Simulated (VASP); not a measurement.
# KI: single point with r2SCAN

KI:

```xyz
2
Lattice="0.0000 3.5445 3.5445 3.5445 0.0000 3.5445 3.5445 3.5445 0.0000" Properties=species:S:1:pos:R:3 pbc="T T T"
K     0.0000    0.0000    0.0000
I     3.5445    3.5445    3.5445
```

```json
{
  "Program": "VASP 6.6.1",
  "Task": "single point",
  "Functional": "r2SCAN",
  "Potentials or basis": "VASP PAW PBE potentials, release 64 (K_sv, I)",
  "Cutoff": "520 eV",
  "k mesh": "4 × 4 × 4",
  "Occupations": "gaussian, width 0.01 eV",
  "Spin": "no spin polarisation"
}
```

The pressure is 0.0 GPa. The band gap on the k mesh is 4.58 eV.

Levels at points of the mesh, in eV from the valence-band top:
```tsv
k point	band 5	band 6	band 7	band 8	band 9	band 10	band 11	band 12
(0.00, 0.00, 0.00)	-10.80	0.00	0.00	0.00	4.58	7.05	7.05	7.05
(0.50, 0.00, 0.00)	-10.52	-1.30	-0.33	-0.33	6.01	8.31	8.75	8.75
(0.50, 0.50, 0.00)	-10.65	-1.00	-0.37	-0.37	5.39	6.47	8.82	9.39
```

It took 61 s on 1 thread of Intel(R) Xeon(R) Platinum 8259CL CPU @ 2.50GHz (Skylake/Cascade Lake) (shared host), peak memory 0.26 GiB.

Caveat: the PAW data sets were made with another functional, which shifts forces and pressure a little; spin-orbit coupling is left out, which moves the levels of the heavy elements.
